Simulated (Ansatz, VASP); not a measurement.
**SiO2 in VASP and in Ansatz**

```xyz
12
Lattice="4.9790 0.0000 0.0000 0.0000 4.9790 0.0000 0.0000 0.0000 6.9500" Properties=species:S:1:pos:R:3 pbc="T T T"
Si    1.5156    1.5156    0.0000
Si    0.9739    4.0051    1.7375
Si    3.4634    3.4634    3.4750
Si    4.0051    0.9739    5.2125
O     1.1805    0.5718    1.2806
O     1.9177    3.6700    3.0181
O     3.7985    4.4072    4.7556
O     3.0613    1.3090    6.4931
O     3.6700    1.9177    3.9319
O     4.4072    3.7985    2.1944
O     1.3090    3.0613    0.4569
O     0.5718    1.1805    5.6694
```

Alike in both runs: functional PBE; k mesh 5 × 5 × 4; occupations fermi-dirac, width 0.02 eV; no spin polarisation.

Ansatz relaxed the structure, and its values are those at the end. VASP's run is a single point on that final structure, the one shown.

```csv
,VASP,Ansatz
version,VASP 6.6.1,Ansatz 0.2.0
potentials or method,"VASP PAW PBE potentials, release 64 (Si, O)","plane-wave PAW, scalar-relativistic"
plane-wave cutoff (eV),520,420
valence electrons in the cell,64,64
```

Ansatz gave:

```
gap on the k mesh at the Fermi level (eV) : 5.61
pressure (GPa)                            : 1.1
rms of the force components (eV/Å)        : 0.002
```

**Question.** What did VASP give for the same quantities?

**Answer.** gap on the k mesh at the Fermi level (eV): 5.61; pressure (GPa): 1.2; rms of the force components (eV/Å): 0.007.

Ansatz's warnings: stress scf threshold loose.
